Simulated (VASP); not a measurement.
Wanted: the native input for a VASP 6.6.1 run.

* Task: single point
* Functional: PBE
* Dispersion: D3(BJ)
* Potentials or basis: VASP PAW PBE potentials, release 64 (Sn_d, Se)
* Cutoff: 500 eV
* k mesh: 12 × 12 × 6
* Occupations: gaussian, width 0.03 eV
* Spin: no spin polarisation
* Dipole correction: no
* Further INCAR settings: ALGO = Normal; EDIFF = 1e-06; NBANDS = 20

The structure of SnSe2 lies in POSCAR:

```
SnSe2
1.0
    3.7440000000      0.0000000000      0.0000000000
   -1.8720000000      3.2423991118      0.0000000000
    0.0000000000      0.0000000000      4.7118000000
Sn Se
1 2
Direct
    0.0000000000      0.0000000000      0.0000000000
    0.3333333333      0.6666666667      0.2651331237
    0.6666666667      0.3333333333      0.7348668763
```

The input as run:

INCAR

```
PREC = Accurate
ENCUT = 500
EDIFF = 1E-6
ISMEAR = 0
SIGMA = 0.03
LREAL = F
LASPH = T
NELM = 120
ALGO = Normal
ISIF = 2
LWAVE = F
LCHARG = F
GGA = PE
IVDW = 12
NBANDS = 20
GGA_COMPAT = F
```

KPOINTS

```
Automatic mesh
0
Gamma
  12 12 6
```

Potentials or basis: VASP PAW PBE potentials, release 64 (Sn_d, Se).

Run with:

```sh
$ cat potpaw_PBE.64/Sn_d/POTCAR potpaw_PBE.64/Se/POTCAR > POTCAR
$ mpirun -np 1 vasp_std > vasp.out
```

Results of the run:

```yaml
Pressure: 37.3 GPa
Largest_force: 3.737 eV/Å
Band_gap_on_the_k_mesh: zero (band 13 reaches 9.41 eV, above the bottom of band 14 at 9.09 eV)
Dispersion_energy_per_atom: -0.493 eV
```

Caveat: spin-orbit coupling is left out, which moves the levels of the heavy elements; pairwise dispersion overbinds metals, which lowers pressure and volume; forces of over 1 eV/Å act on the atoms, so gaps and moduli don't describe the material at rest.

Run time: 40 s on 1 thread of Intel(R) Xeon(R) 6975P-C (Granite Rapids) (shared host), peak memory 0.25 GiB.
